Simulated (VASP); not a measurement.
Here is a VASP 6.6.1 calculation.

INCAR

```
ALGO = Normal ; EDIFF = 1E-8
ENCUT = 520 ; GGA = CA
IBRION = 8 ; ISIF = 2
ISMEAR = 0 ; LASPH = T
LCHARG = F ; LEPSILON = T
LREAL = F ; LWAVE = F
NELM = 80 ; NSW = 1
PREC = Accurate ; SIGMA = 0.01
```

KPOINTS

```
k-points
0
Gamma
  6 6 4
```

POSCAR

```
CdS
1.0
    4.1688381007      0.0000000000      0.0000000000
   -2.0844190503      3.6103196994      0.0000000000
    0.0000000000      0.0000000000      6.7796174100
Cd S
2 2
Direct
    0.6666666667      0.3333333333      0.5001830370
    0.3333333333      0.6666666667      0.0001830370
    0.6666666667      0.3333333333      0.8768169630
    0.3333333333      0.6666666667      0.3768169630
```

Potentials or basis: VASP PAW LDA potentials, release 64 (Cd, S).

Run with:

```sh
$ cat potpaw_LDA.64/Cd/POTCAR potpaw_LDA.64/S/POTCAR > POTCAR
$ mpirun -np 1 vasp_std > vasp.out
```

Predict the electronic dielectric tensor (diagonal).

8.21, 8.21, 7.97.

What does it give for the Born charges (mean of the diagonal)?

Cd +2.26; S -2.26 e.

Estimate the highest phonon frequency at Γ, LO-TO splitting left out.

281 cm⁻¹.

Born effective charge tensors (e):
atom 1, Cd
```
2.24 0.00 0.00
0.00 2.24 0.00
0.00 0.00 2.30
```
atom 2, Cd
```
2.24 0.00 0.00
0.00 2.24 0.00
0.00 0.00 2.30
```
atom 3, S
```
-2.24  0.00  0.00
 0.00 -2.24  0.00
 0.00  0.00 -2.30
```
atom 4, S
```
-2.24  0.00  0.00
 0.00 -2.24  0.00
 0.00  0.00 -2.30
```

Caveat: the cell stands under pressure or tension, which shifts response properties.
